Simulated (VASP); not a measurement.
# AlRu (P4/mmm) in VASP: a series of runs

Runs on AlRu. Level: r2SCAN. Tasks: single point.

All numbers are computed with VASP 6.6.1; they aren't measurements. Logs are shortened: lines on timing, memory, paths and dates and some standing lists are left out, and cuts for length are marked.

## Step 1: The cell of the first run

It takes space group P4/mmm (No. 123, tetragonal). Conventional cell: a = 2.983 Å, b = 2.983 Å, c = 2.804 Å, α = 90.00°, β = 90.00°, γ = 90.00°. Within 3.3 Å of Al (site symmetry 4/mmm) lie 8 Ru at 2.53 Å and 6 Al at 2.80 to 2.98 Å. Within 3.3 Å of Ru (site symmetry 4/mmm) lie 8 Al at 2.53 Å and 6 Ru at 2.80 to 2.98 Å.

## Step 2: Single point, r2SCAN (strain -0.0600 x Voigt [0, 1, 0, 0, 0, 0])

POSCAR

```
AlRu
1.0
    2.9826244058      0.0000000000      0.0000000000
    0.0000000000      2.8036669415      0.0000000000
    0.0000000000      0.0000000000      2.9826244058
Al Ru
1 1
Direct
    0.0000000000      0.0000000000      0.0000000000
    0.5000000000      0.5000000000      0.5000000000
```

INCAR.step1

```
ALGO = Normal ; EDIFF = 1E-4
ENCUT = 520 ; GGA = PE
ISMEAR = 0 ; LASPH = True
LCHARG = False ; LREAL = False
LWAVE = True ; NBANDS = 16
NELM = 80 ; PREC = Accurate
SIGMA = 0.15
```

INCAR.step2

```
ALGO = Normal ; EDIFF = 1E-6
ENCUT = 520 ; ISIF = 2
ISMEAR = 0 ; ISTART = 1
LASPH = True ; LCHARG = False
LMIXTAU = True ; LREAL = False
LWAVE = False ; METAGGA = R2SCAN
NBANDS = 16 ; NELM = 80
PREC = Accurate ; SIGMA = 0.15
```

KPOINTS

```
k-points
0
Gamma
  20 20 20
```

Potentials or basis: VASP PAW PBE potentials, release 64 (Al, Ru_pv).

On the command line:

```console
$ cat potpaw_PBE.64/Al/POTCAR potpaw_PBE.64/Ru_pv/POTCAR > POTCAR
$ cp INCAR.step1 INCAR
$ mpirun -np 1 vasp_std > vasp.out
$ cp INCAR.step2 INCAR
$ mpirun -np 1 vasp_std > vasp.out
```

OUTCAR:

```text
EDIFF = 1E-6
   ENCUT = 520
   ISIF = 2
   ISMEAR = 0
   ISTART = 1
   LASPH = True
   LREAL = False
   METAGGA = R2SCAN
   NELM = 80
   PREC = Accurate

 ion  position               nearest neighbor table
   1  0.000  0.000  0.000-   2 2.53   2 2.53   2 2.53   2 2.53   2 2.53   2 2.53   2 2.53   2 2.53

   2  0.500  0.500  0.500-   1 2.53   1 2.53   1 2.53   1 2.53   1 2.53   1 2.53   1 2.53   1 2.53

  LATTYP: Found a simple tetragonal cell.
 ALAT       =     2.9826244058
 C/A-ratio  =     0.9400000000

  Lattice vectors:

 A1 = (  -2.9826244058,   0.0000000000,   0.0000000000)
 A2 = (   0.0000000000,   0.0000000000,   2.9826244058)
 A3 = (   0.0000000000,   2.8036669415,   0.0000000000)

Analysis of symmetry for initial positions (statically):
=====================================================================
 Subroutine PRICEL returns:
 Original cell was already a primitive cell.

 Routine SETGRP: Setting up the symmetry group for a
 simple tetragonal supercell.

 Subroutine GETGRP returns: Found 16 space group operations
 (whereof 16 operations were pure point group operations)
 out of a pool of 16 trial point group operations.

The static configuration has the point symmetry D_4h.

Analysis of symmetry for dynamics (positions and initial velocities):
=====================================================================
 Subroutine PRICEL returns:
 Original cell was already a primitive cell.

 Routine SETGRP: Setting up the symmetry group for a
 simple tetragonal supercell.

 Subroutine GETGRP returns: Found 16 space group operations
 (whereof 16 operations were pure point group operations)
 out of a pool of 16 trial point group operations.

The dynamic configuration has the point symmetry D_4h.

 Subroutine INISYM returns: Found 16 space group operations
 (whereof 16 operations are pure point group operations),
 and found     1 'primitive' translations

----------------------------------------------------------------------------------------

                                     Primitive cell

  volume of cell :      24.9416

  direct lattice vectors                    reciprocal lattice vectors
     2.982624406  0.000000000  0.000000000     0.335275202  0.000000000  0.000000000
     0.000000000  2.803666941  0.000000000     0.000000000  0.356675747  0.000000000
     0.000000000  0.000000000  2.982624406     0.000000000  0.000000000  0.335275202

  length of vectors
     2.982624406  2.803666941  2.982624406     0.335275202  0.356675747  0.335275202

[... 81 lines left out ...]
   LREAL  =      F    real-space projection
   EDIFFG = 0.1E-04   stopping-criterion for IOM
   NSW    =      0    number of steps for IOM
   IBRION =     -1    ionic relax: 0-MD 1-quasi-New 2-CG
   NFREE  =      0    steps in history (QN), initial steepest desc. (CG)
   ISIF   =      2    stress and relaxation
   ISYM   =      2    0-nonsym 1-usesym 2-fastsym
   POTIM  = 0.5000    time-step for ionic-motion
   TEBEG  =    0.0;   TEEND  =   0.0 temperature during run
   PSTRESS=    0.0 pullay stress
   NELECT =      17.0000    total number of electrons
   NUPDOWN=      -1.0000    fix difference up-down
   EMIN   =  10.00;   EMAX   =-10.00  energy-range for DOS
   EFERMI =   0.00;   METHOD = LEGACY
   ISMEAR =     0;   SIGMA  =   0.15  broadening in eV -4-tet -1-fermi 0-gaus
   EFERMI_NEDOS =   21; number of points for ismear=-14 and -15
   IALGO  =     38    algorithm
   IMIX   =      4    mixing-type and parameters
     AMIX     =   0.40;   BMIX     =  1.00
     AMIX_MAG =   1.60;   BMIX_MAG =  1.00
  volume/ion in A,a.u.               =      12.47        84.16
  Fermi-wavevector in a.u.,A,eV,Ry     =   1.440732  2.722589 28.241742  2.075709
  Thomas-Fermi vector in A             =   2.559443
   LORBIT       =      0    0 simple, 1 ext, 2 COOP (PROOUT), +10 PAW based schemes
   METAGGA = R2SCAN    functional components
   LHFCALC =     F    Hartree Fock is set to
   AEXX    =    0.0000 exact exchange contribution
   IVDW    =     0    specifies the selected vdW correction
   LEPSILON=     F    determine dielectric tensor
   LRPA    =     F    only Hartree local field effects (RPA)
 non-spin polarized calculation
 Gauss-broadening in eV      SIGMA  =   0.15
  energy-cutoff  :      520.00
  volume of cell :       24.94
 maximum number of plane-waves:       699
 NGX is ok and might be reduce to    24
   NGX = 11   NGY = 11   NGZ = 11

 number of electron      16.9999995 magnetization

 Free energy of the ion-electron system (eV)
  ---------------------------------------------------
  ext. energy  EPLUGINS =         0.00000000
  ---------------------------------------------------
  free energy    TOTEN  =       -33.49551461 eV

  energy without entropy =      -33.48024264  energy(sigma->0) =      -33.48787863

 E-fermi :  11.6371     XC(G=0): -14.0166

 val. band max:       11.6359218407   @ k =   0.4500   0.5000   0.1000
 cond. band min:      11.6374503543   @ k =   0.1000   0.4000   0.0000
 fundamental gap:      0.0015285136
 Fermi energy:        11.6370834242

 k-point     1 :       0.0000    0.0000    0.0000
  band No.  band energies     occupation
      1     -31.5231      2.00000
      2     -31.5231      2.00000
      3     -31.4156      2.00000
      4       0.9962      2.00000
      5       7.4758      2.00000
      6       7.4835      2.00000
[... 433 lines left out ...]
      3     -31.4579      2.00000
      4       1.2792      2.00000
      5       7.5893      2.00000
      6       7.6401      2.00000
[... 8 lines left out ...]
     15      24.1852      0.00000
     16      30.5864      0.00000

 [... further k-points ...]

------------------------ aborting loop because EDIFF is reached ----------------------------------------

  FORCE on cell =-STRESS in cart. coord.  units (eV):
  Direction    XX          YY          ZZ          XY          YZ          ZX
  --------------------------------------------------------------------------------------
  -------------------------------------------------------------------------------------
  Total        1.7814158      4.1137294      1.7814158      0.0000000      0.0000000      0.0000000
  in kB      114.4332719    264.2547136    114.4332719      0.0000000      0.0000000      0.0000000
  external PRESSURE =     164.3737524 kB  Pullay stress =       0.0000000 kB

 VOLUME and BASIS-vectors are now :
 -----------------------------------------------------------------------------
  energy-cutoff  :      520.00
  volume of cell :       24.94
      direct lattice vectors                 reciprocal lattice vectors
     2.982624406  0.000000000  0.000000000     0.335275202  0.000000000  0.000000000
     0.000000000  2.803666941  0.000000000     0.000000000  0.356675747  0.000000000
     0.000000000  0.000000000  2.982624406     0.000000000  0.000000000  0.335275202

 POSITION                                       TOTAL-FORCE (eV/Angst)
 -----------------------------------------------------------------------------------
      0.00000      0.00000      0.00000         0.000000      0.000000      0.000000
      1.49131      1.40183      1.49131         0.000000      0.000000      0.000000
 -----------------------------------------------------------------------------------
    total drift:                                0.000000     -0.000000     -0.000000

  FREE ENERGIE OF THE ION-ELECTRON SYSTEM (eV)
  ---------------------------------------------------
  free  energy   TOTEN  =       -33.4955146114 eV

  energy  without entropy=      -33.4802426391  energy(sigma->0) =      -33.48787863
```

OUTCAR.step1:

```text
EDIFF = 1E-4
   ENCUT = 520
   GGA = PE
   ISMEAR = 0
   LASPH = True
[... 679 lines left out ...]
 -----------------------------------------------------------------------------------
      0.00000      0.00000      0.00000         0.000000      0.000000      0.000000
      1.49131      1.40183      1.49131         0.000000      0.000000      0.000000
 -----------------------------------------------------------------------------------
    total drift:                                0.000000     -0.000000     -0.000000

  FREE ENERGIE OF THE ION-ELECTRON SYSTEM (eV)
  ---------------------------------------------------
  free  energy   TOTEN  =       -14.0948224894 eV

  energy  without entropy=      -14.0789066667  energy(sigma->0) =      -14.08686458
```

Run time: 18 min. Hardware: 1 thread of Oxide Virtual Turin-like, shared host; peak memory 0.35 GiB.

Results:

```yaml
Free_energy: -33.4955 eV
Pressure: 16.4 GPa
Band_gap_on_the_k_mesh: zero (an odd number of electrons rules out a gap without spin polarisation)
```

Stress tensor (GPa, compression positive):
```
11.44  0.00  0.00
 0.00 26.43  0.00
 0.00  0.00 11.44
```

Levels at points of the mesh, in eV from the Fermi level:
| k point | band 7 | band 8 | band 9 | band 10 | band 11 | band 12 |
| --- | --- | --- | --- | --- | --- | --- |
| (0.00, 0.00, 0.00) | -0.16 | 0.35 | 0.35 | 6.15 | 6.15 | 8.33 |
| (0.50, 0.00, 0.00) | -2.16 | -1.30 | 0.60 | 2.37 | 7.63 | 10.40 |
| (0.00, 0.50, 0.00) | -2.19 | -2.19 | 0.26 | 3.54 | 7.61 | 10.40 |
| (0.50, 0.50, 0.00) | -1.65 | -1.53 | -1.15 | 1.96 | 6.55 | 7.64 |
| (0.50, 0.00, 0.50) | -1.81 | -0.96 | -0.96 | 1.59 | 5.49 | 7.11 |
| (0.50, 0.50, 0.50) | 1.76 | 2.22 | 3.64 | 4.33 | 4.33 | 4.84 |

Caveat: the cell differs from its parent crystal (strain -0.0600 x Voigt [0, 1, 0, 0, 0, 0]); the stress differs along the axes, from 11 to 26 GPa; the PAW data sets were made with another functional, which shifts forces and pressure a little.

## Step 3: Single point, r2SCAN (strain -0.0450 x Voigt [0, 1, 0, 0, 0, 0])

Edit POSCAR of step 2 so:

```diff
@@ -3,3 +3,3 @@
     2.9826244058      0.0000000000      0.0000000000
-    0.0000000000      2.8036669415      0.0000000000
+    0.0000000000      2.8484063075      0.0000000000
     0.0000000000      0.0000000000      2.9826244058
```

INCAR.step1

```
SYSTEM = AlRu
ALGO = Normal ; EDIFF = 1E-4
ENCUT = 520 ; GGA = PE
ISMEAR = 0 ; LASPH = .TRUE.
LCHARG = .FALSE. ; LREAL = .FALSE.
LWAVE = .TRUE. ; NBANDS = 16
NELM = 80 ; PREC = Accurate
SIGMA = 0.15
```

INCAR.step2

```
SYSTEM = AlRu
ALGO = Normal ; EDIFF = 1E-6
ENCUT = 520 ; ISIF = 2
ISMEAR = 0 ; ISTART = 1
LASPH = .TRUE. ; LCHARG = .FALSE.
LMIXTAU = .TRUE. ; LREAL = .FALSE.
LWAVE = .FALSE. ; METAGGA = R2SCAN
NBANDS = 16 ; NELM = 80
PREC = Accurate ; SIGMA = 0.15
```

KPOINTS

```
k-points
0
G
  20 20 20
  0 0 0
```

Potentials or basis: VASP PAW PBE potentials, release 64 (Al, Ru_pv).

On the command line:

```console
$ cat potpaw_PBE.64/Al/POTCAR potpaw_PBE.64/Ru_pv/POTCAR > POTCAR
$ cp INCAR.step1 INCAR
$ mpirun -np 1 vasp_std > vasp.out
$ cp INCAR.step2 INCAR
$ mpirun -np 1 vasp_std > vasp.out
```

Wall time 17 min (1 thread of Oxide Virtual Turin-like, shared host); peak memory 0.35 GiB.

It converged, with:

```
Free energy            : -33.5515 eV
Pressure               : 11.7 GPa
Band gap on the k mesh : zero (an odd number of electrons rules out a gap without spin polarisation)
```

Stress tensor (GPa, compression positive):
```
 8.29  0.00  0.00
 0.00 18.63  0.00
 0.00  0.00  8.29
```

Levels at points of the mesh, in eV from the Fermi level:
```
           k point  band 7  band 8  band 9  band 10  band 11  band 12
(0.00, 0.00, 0.00)   -0.06    0.31    0.31     6.27     6.27     7.86
(0.50, 0.00, 0.00)   -2.03   -1.41    0.56     2.43     7.68    10.40
(0.00, 0.50, 0.00)   -2.06   -2.06    0.31     3.29     7.65    10.40
(0.50, 0.50, 0.00)   -1.60   -1.45   -1.24     1.92     6.32     7.45
(0.50, 0.00, 0.50)   -1.72   -1.04   -1.04     1.64     5.56     7.06
(0.50, 0.50, 0.50)    1.79    2.13    3.55     4.34     4.34     4.71
```

Caveat: the cell differs from its parent crystal (strain -0.0450 x Voigt [0, 1, 0, 0, 0, 0]); the stress differs along the axes, from 8 to 19 GPa; the PAW data sets were made with another functional, which shifts forces and pressure a little.
